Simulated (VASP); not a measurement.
A run of VASP 6.6.1 is set up as follows.

File INCAR:

```
PREC     = Accurate       # precision mode
ENCUT    = 520            # plane-wave cutoff, eV
EDIFF    = 1E-6           # SCF threshold, eV
ISMEAR   = -1             # smearing method
SIGMA    = 0.03           # smearing width, eV
LREAL    = F              # projectors in reciprocal space
LASPH    = T              # aspherical terms in the spheres
NELM     = 80             # most SCF steps
ALGO     = Normal         # electronic algorithm
ISIF     = 2              # what is computed and relaxed
LWAVE    = F              # write WAVECAR
LCHARG   = F              # write CHGCAR
GGA      = PE             # functional
NBANDS   = 16             # bands
```

The input KPOINTS:

```
Automatic mesh
0
Gamma
  8 8 8
```

File POSCAR:

```
CdSe
1.0
    0.0000000000      3.0395684866      3.0702711986
    3.0395684866      0.0000000000      3.0702711986
    3.0395684866      3.0395684866      0.0000000000
Cd Se
1 1
Direct
    0.0000000000      0.0000000000      0.0000000000
    0.2500000000      0.2500000000      0.2500000000
```

Potentials or basis: VASP PAW PBE potentials, release 64 (Cd, Se).

The run is started by

```sh
$ cat potpaw_PBE.64/Cd/POTCAR potpaw_PBE.64/Se/POTCAR > POTCAR
$ mpirun -np 1 vasp_std > vasp.out
```

Q: What does it give for the band gap on the k mesh?

A: 0.58 eV, direct.

Q: Estimate the pressure.

A: 2.7 GPa.

Stress tensor (GPa, compression positive):
```
2.72 0.00 0.00
0.00 2.72 0.00
0.00 0.00 2.56
```

Caveat: the cell differs from its parent crystal (equal xx and yy strain of -1 %).
